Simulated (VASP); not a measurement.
# W (Fmmm) in VASP: single point with PBEsol

Aim: the single point of W with PBEsol.

Program: VASP 6.6.1. These are calculated values, not measurements. Logs are shortened: lines on timing, memory, paths and dates and some standing lists are left out, and cuts for length are marked.

**1. The cell of the first run**

The structure is orthorhombic, space group Fmmm (No. 69). Conventional cell: a = 3.044 Å, b = 4.389 Å, c = 9.875 Å, α = 90.00°, β = 90.00°, γ = 90.00°. Within 3.5 Å of W (site symmetry mm2) lie 11 W at 2.63 to 3.18 Å.

**2. Single point, PBEsol**

Input file INCAR:

```
PREC = Accurate ; ENCUT = 520
EDIFF = 1E-6 ; ISMEAR = 0
SIGMA = 0.1 ; LREAL = False
LASPH = True ; NELM = 100
ALGO = Fast ; ISIF = 2
LWAVE = False ; LCHARG = False
GGA = PS ; NBANDS = 36
```

Input file KPOINTS:

```
Automatic mesh
0
Gamma
  12 12 12
```

Input file POSCAR:

```
W
1.0
    2.1943633775     -4.9376168244      0.0000000000
    2.1943633775      4.9376168244      0.0000000000
    0.0000000000      0.0000000000      3.0437595602
W
4
Direct
    0.6333187134      0.3666812866      0.5000011313
    0.1333187134      0.8666812866      0.9999988687
    0.3666812866      0.6333187134      0.4999988687
    0.8666812866      0.1333187134      0.0000011313
```

Potentials or basis: VASP PAW PBE potentials, release 64 (W_sv).

Run with:

```console
cat potpaw_PBE.64/W_sv/POTCAR > POTCAR
mpirun -np 1 vasp_std > vasp.out
```

OUTCAR:

```text
PREC = Accurate
   ENCUT = 520
   EDIFF = 1E-6
   ISMEAR = 0
   LREAL = False
   LASPH = True
   NELM = 100
   ISIF = 2
   GGA = PS

 ion  position               nearest neighbor table
   1  0.633  0.367  0.500-   3 2.63   2 2.67   2 2.67   2 2.67   2 2.67   4 2.76   4 2.76   3 3.18
                             3 3.18
   2  0.133  0.867  1.000-   4 2.63   1 2.67   1 2.67   1 2.67   1 2.67   3 2.76   3 2.76   4 3.18
                             4 3.18
   3  0.367  0.633  0.500-   1 2.63   4 2.67   4 2.67   4 2.67   4 2.67   2 2.76   2 2.76   1 3.18
                             1 3.18
   4  0.867  0.133  0.000-   2 2.63   3 2.67   3 2.67   3 2.67   3 2.67   1 2.76   1 2.76   2 3.18
                             2 3.18

  LATTYP: Found a base centered orthorhombic cell.
 ALAT       =     4.3887267550
 B/A-ratio  =     2.2501363607
 C/A-ratio  =     0.6935404572

  Lattice vectors:

 A1 = (   2.1943633775,  -4.9376168244,   0.0000000000)
 A2 = (   2.1943633775,   4.9376168244,   0.0000000000)
 A3 = (   0.0000000000,   0.0000000000,   3.0437595602)

Analysis of symmetry for initial positions (statically):
=====================================================================
 Subroutine PRICEL returns following result:

  LATTYP: Found a face centered orthorhombic cell.
 ALAT       =     3.0437595602
 B/A-ratio  =     1.4418769513
 C/A-ratio  =     3.2444197557

  Lattice vectors:

 A1 = (   2.1943633775,   4.9376168244,   0.0000000000)
 A2 = (   0.0000000000,   4.9376168244,   1.5218728933)
 A3 = (   2.1943633775,   0.0000000000,   1.5218866669)

   2 primitive cells build up your supercell.

 Routine SETGRP: Setting up the symmetry group for a
 base centered orthorhombic supercell.

 Subroutine GETGRP returns: Found  8 space group operations
 (whereof  8 operations were pure point group operations)
 out of a pool of  8 trial point group operations.

The static configuration has the point symmetry D_2h.

Analysis of symmetry for dynamics (positions and initial velocities):
=====================================================================
 Subroutine PRICEL returns following result:

  LATTYP: Found a face centered orthorhombic cell.
 ALAT       =     3.0437595602
 B/A-ratio  =     1.4418769513
 C/A-ratio  =     3.2444197557

  Lattice vectors:

 A1 = (   2.1943633775,   4.9376168244,   0.0000000000)
 A2 = (   0.0000000000,   4.9376168244,   1.5218728933)
 A3 = (   2.1943633775,   0.0000000000,   1.5218866669)

   2 primitive cells build up your supercell.

 Routine SETGRP: Setting up the symmetry group for a
 base centered orthorhombic supercell.

 Subroutine GETGRP returns: Found  8 space group operations
 (whereof  8 operations were pure point group operations)
 out of a pool of  8 trial point group operations.

The dynamic configuration has the point symmetry D_2h.

 Subroutine INISYM returns: Found  8 space group operations
 (whereof  8 operations are pure point group operations),
 and found     2 'primitive' translations

----------------------------------------------------------------------------------------

                                     Primitive cell

  volume of cell :      32.9789

  direct lattice vectors                    reciprocal lattice vectors
     2.194363377  4.937616824  0.000000000     0.227857550  0.101262969 -0.328541063
     0.000000000  4.937616824  1.521872893    -0.227857550  0.101263885  0.328541063
     2.194363377  0.000000000  1.521886667     0.227855488 -0.101262969  0.328541063

  length of vectors
     5.403266654  5.166832396  2.670462443     0.412446944  0.412447169  0.412445805

  position of ions in fractional coordinates (direct lattice)
     0.866683021  0.866679552  0.133316979
     0.133321504  0.133315923  0.866678496

  ion indices of the primitive-cell ions
   primitive index   ion index
                 1           1
                 2           3

----------------------------------------------------------------------------------------

 KPOINTS: Automatic mesh

Automatic generation of k-mesh.
 Grid dimensions read from file:
 generate k-points for:   12   12   12

 Generating k-lattice:

  Cartesian coordinates                     Fractional coordinates (reciprocal lattice)
     0.018988043 -0.008438619  0.000000000     0.083333333  0.000000000  0.000000000
     0.018988043  0.008438619  0.000000000     0.000000000  0.083333333  0.000000000
     0.000000000  0.000000000  0.027378422     0.000000000  0.000000000  0.083333333

  Length of vectors
     0.020778741  0.020778741  0.027378422

  Shift w.r.t. Gamma in fractional coordinates (k-lattice)
     0.000000000  0.000000000  0.000000000

 Subroutine IBZKPT returns following result:
 ===========================================

 Found    301 irreducible k-points:

 Following reciprocal coordinates:
            Coordinates               Weight
  0.000000  0.000000  0.000000      1.000000
  0.083333  0.000000  0.000000      4.000000
  0.166667  0.000000  0.000000      4.000000
  0.250000  0.000000  0.000000      4.000000
  0.333333  0.000000  0.000000      4.000000
  0.416667 -0.000000  0.000000      4.000000
[... 16 lines left out ...]
  0.500000  0.166667  0.000000      4.000000
 -0.416667  0.166667  0.000000      4.000000
 [... further k-points ...]
   k-points           NKPTS =    301   k-points in BZ     NKDIM =    301   number of bands    NBANDS=     36
   number of dos      NEDOS =    301   number of ions     NIONS =      4
   total plane-waves  NPLWV =  38400
   dimension x,y,z NGX =    40 NGY =   40 NGZ =   24
   dimension x,y,z NGXF=    80 NGYF=   80 NGZF=   48
   ions per type =               4
   NGX,Y,Z   is equivalent  to a cutoff of  12.31, 12.31, 13.11 a.u.
   NGXF,Y,Z  is equivalent  to a cutoff of  24.61, 24.61, 26.22 a.u.
 SYSTEM =  unknown system
   PREC   = accura    normal or accurate (medium, high low for compatibility)
   ISTART =      0    job   : 0-new  1-cont  2-samecut
   ICHARG =      2    charge: 1-file 2-atom 10-const
   ISPIN  =      1    spin polarized calculation?
   LNONCOLLINEAR =      F non collinear calculations
   LSORBIT =      F    spin-orbit coupling
   LASPH  =      T    aspherical Exc in radial PAW
   ENCUT  =  520.0 eV  38.22 Ry    6.18 a.u.  10.05 10.05  5.66*2*pi/ulx,y,z
   NELM   =    100;   NELMIN=  2; NELMDL= -5     # of ELM steps
   EDIFF  = 0.1E-05   stopping-criterion for ELM
   LREAL  =      F    real-space projection
   EDIFFG = 0.1E-04   stopping-criterion for IOM
   NSW    =      0    number of steps for IOM
   IBRION =     -1    ionic relax: 0-MD 1-quasi-New 2-CG
   NFREE  =      0    steps in history (QN), initial steepest desc. (CG)
   ISIF   =      2    stress and relaxation
   ISYM   =      2    0-nonsym 1-usesym 2-fastsym
   POTIM  = 0.5000    time-step for ionic-motion
   TEBEG  =    0.0;   TEEND  =   0.0 temperature during run
   PSTRESS=    0.0 pullay stress
   NELECT =      56.0000    total number of electrons
   NUPDOWN=      -1.0000    fix difference up-down
   EMIN   =  10.00;   EMAX   =-10.00  energy-range for DOS
   EFERMI =   0.00;   METHOD = LEGACY
   ISMEAR =     0;   SIGMA  =   0.10  broadening in eV -4-tet -1-fermi 0-gaus
   EFERMI_NEDOS =   21; number of points for ismear=-14 and -15
   IALGO  =     68    algorithm
   IMIX   =      4    mixing-type and parameters
     AMIX     =   0.40;   BMIX     =  1.00
     AMIX_MAG =   1.60;   BMIX_MAG =  1.00
  volume/ion in A,a.u.               =      16.49       111.28
  Fermi-wavevector in a.u.,A,eV,Ry     =   1.550180  2.929415 32.695583  2.403058
  Thomas-Fermi vector in A             =   2.654880
   LORBIT       =      0    0 simple, 1 ext, 2 COOP (PROOUT), +10 PAW based schemes
   GGA     = PS    functional components
   LHFCALC =     F    Hartree Fock is set to
   AEXX    =    0.0000 exact exchange contribution
   IVDW    =     0    specifies the selected vdW correction
   LEPSILON=     F    determine dielectric tensor
   LRPA    =     F    only Hartree local field effects (RPA)
 non-spin polarized calculation
 RMM-DIIS sequential band-by-band and
 Gauss-broadening in eV      SIGMA  =   0.10
  energy-cutoff  :      520.00
  volume of cell :       65.96
 maximum number of plane-waves:      1804
   NGX = 21   NGY = 21   NGZ = 11

 number of electron      55.9999995 magnetization

 Free energy of the ion-electron system (eV)
  ---------------------------------------------------
  ext. energy  EPLUGINS =         0.00000000
  ---------------------------------------------------
  free energy    TOTEN  =       -52.21279420 eV

  energy without entropy =      -52.19757173  energy(sigma->0) =      -52.20518296

 E-fermi :  10.5427     XC(G=0): -13.4663

 val. band max:       10.5415090496   @ k =   0.3333   0.0833   0.2500
 cond. band min:      10.5489667301   @ k =   0.4167   0.2500   0.1667
 fundamental gap:      0.0074576805
 Fermi energy:        10.5427413963

 k-point     1 :       0.0000    0.0000    0.0000
  band No.  band energies     occupation
      1     -63.3495      2.00000
      2     -63.2387      2.00000
      3     -63.1323      2.00000
      4     -63.1309      2.00000
      5     -28.2422      2.00000
      6     -28.2261      2.00000
[... 28 lines left out ...]
     35      14.4294      0.00000
     36      14.5521      0.00000

 k-point     2 :       0.0833    0.0000    0.0000
  band No.  band energies     occupation
      1     -63.3462      2.00000
      2     -63.2366      2.00000
      3     -63.1404      2.00000
      4     -63.1283      2.00000
      5     -28.2221      2.00000
      6     -28.2150      2.00000
[... 28 lines left out ...]
     35      14.4280      0.00000
     36      14.5120      0.00000

 k-point     3 :       0.1667    0.0000    0.0000
  band No.  band energies     occupation
      1     -63.3363      2.00000
      2     -63.2304      2.00000
      3     -63.1547      2.00000
      4     -63.1304      2.00000
      5     -28.1821      2.00000
      6     -28.1620      2.00000
[... 28 lines left out ...]
     35      14.3766      0.00000
     36      14.4427      0.00000
[... 742 lines left out ...]
 k-point    23 :       0.5000    0.1667    0.0000
  band No.  band energies     occupation
      1     -63.2808      2.00000
      2     -63.2270      2.00000
      3     -63.2145      2.00000
      4     -63.1303      2.00000
      5     -27.9771      2.00000
      6     -27.8711      2.00000
[... 28 lines left out ...]
     35      13.2786      0.00000
     36      13.6140      0.00000

 k-point    24 :      -0.4167    0.1667    0.0000
  band No.  band energies     occupation
      1     -63.3038      2.00000
      2     -63.2374      2.00000
      3     -63.1933      2.00000
      4     -63.1176      2.00000
      5     -28.1042      2.00000
      6     -27.9432      2.00000
[... 28 lines left out ...]
     35      13.5410      0.00000
     36      14.5321      0.00000

 [... further k-points ...]

------------------------ aborting loop because EDIFF is reached ----------------------------------------

  FORCE on cell =-STRESS in cart. coord.  units (eV):
  Direction    XX          YY          ZZ          XY          YZ          ZX
  --------------------------------------------------------------------------------------
  -------------------------------------------------------------------------------------
  Total        0.3431691      0.3008945      0.2659910      0.0000000      0.0000000      0.0000000
  in kB        8.3358994      7.3090109      6.4611723      0.0000000      0.0000000      0.0000000
  external PRESSURE =       7.3686942 kB  Pullay stress =       0.0000000 kB

 VOLUME and BASIS-vectors are now :
 -----------------------------------------------------------------------------
  energy-cutoff  :      520.00
  volume of cell :       65.96
      direct lattice vectors                 reciprocal lattice vectors
     2.194363378 -4.937616824  0.000000000     0.227856519 -0.101263427  0.000000000
     2.194363378  4.937616824  0.000000000     0.227856519  0.101263427  0.000000000
     0.000000000  0.000000000  3.043759560     0.000000000  0.000000000  0.328541063

 POSITION                                       TOTAL-FORCE (eV/Angst)
 -----------------------------------------------------------------------------------
      2.19436     -1.31655      1.52188         0.000000      0.000891      0.000000
      2.19436      3.62106      3.04376         0.000000      0.000891      0.000000
      2.19436      1.31655      1.52188         0.000000     -0.000891      0.000000
      2.19436     -3.62106      0.00000         0.000000     -0.000891      0.000000
 -----------------------------------------------------------------------------------
    total drift:                                0.000000     -0.000000     -0.000000

  FREE ENERGIE OF THE ION-ELECTRON SYSTEM (eV)
  ---------------------------------------------------
  free  energy   TOTEN  =       -52.2127941976 eV

  energy  without entropy=      -52.1975717259  energy(sigma->0) =      -52.20518296
```

Run time: 5.9 min. Hardware: 1 thread of Intel Xeon Platinum 8488C (Sapphire Rapids), shared host; peak memory 0.57 GiB.

What came out:

* Free energy: -52.2128 eV
* Pressure: 0.7 GPa
* Band gap on the k mesh: zero (bands 28 and 29 overlap by 2.24 eV)

Stress tensor (GPa, compression positive):
```
0.83 0.00 0.00
0.00 0.73 0.00
0.00 0.00 0.65
```

Caveat: the PAW data sets were made with another functional, which shifts forces and pressure a little; spin-orbit coupling is left out, which moves the levels of the heavy elements.
